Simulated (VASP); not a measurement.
Wanted: the native input for a VASP 6.6.1 run.

- Task: single point
- Functional: LDA
- Potentials or basis: VASP PAW LDA potentials, release 64 (Al, N)
- Cutoff: 520 eV
- k mesh: 6 × 6 × 1
- Occupations: gaussian, width 0.1 eV
- Spin: no spin polarisation
- Dipole correction: yes
- Further INCAR settings: ALGO = Normal; EDIFF = 1e-06; NBANDS = 32

The structure of Al12N lies in POSCAR:

```
Al12N
1.0
    5.6336864727      0.0000000000      0.0000000000
   -2.8168432363      4.8789156023      0.0000000000
    0.0000000000      0.0000000000     20.0321727095
Al N
12 1
Direct
    0.3333333333      0.1666666667      0.1996787896
    0.3333333333      0.6666666667      0.1996787896
    0.8333333333      0.1666666667      0.1996787896
    0.8333333333      0.6666666667      0.1996787896
    0.1666666667      0.3333333333      0.3128097176
    0.1666666667      0.8333333333      0.3128097176
    0.6666666667      0.3333333333      0.3128097176
    0.6666666667      0.8333333333      0.3128097176
    0.0000000000      0.0000000000      0.4259234799
    0.0000000000      0.5000000000      0.4259234799
    0.5000000000      0.0000000000      0.4259234799
    0.5000000000      0.5000000000      0.4259234799
    0.0833333333      0.3333333333      0.4814697546
```

One way to write it, as run:

INCAR

```
SYSTEM = Al12N
  PREC = Accurate
  ENCUT = 520
  EDIFF = 1E-6
  ISMEAR = 0
  SIGMA = 0.1
  LREAL = .FALSE.
  LASPH = .TRUE.
  NELM = 100
  ALGO = Normal
  ISIF = 2
  LWAVE = .FALSE.
  LCHARG = .TRUE.
  LDIPOL = .TRUE.
  IDIPOL = 3
  DIPOL = 0.5 0.5 0.326
  GGA = CA
  LELF = .TRUE.
  LVHAR = .TRUE.
  LVACPOTAV = .TRUE.
  NBANDS = 32
```

KPOINTS

```
regular mesh
0
G
  6 6 1
  0 0 0
```

Potentials or basis: VASP PAW LDA potentials, release 64 (Al, N).

Command:

```sh
$ cat potpaw_LDA.64/Al/POTCAR potpaw_LDA.64/N/POTCAR > POTCAR
$ mpirun -np 1 vasp_std > vasp.out
```

It gave:

```
Largest force          : 4.772 eV/Å
Band gap on the k mesh : zero (an odd number of electrons rules out a gap without spin polarisation)
```

Wall time 16 min on 1 thread of AMD EPYC 7R13, on a shared host, peak memory 0.56 GiB.
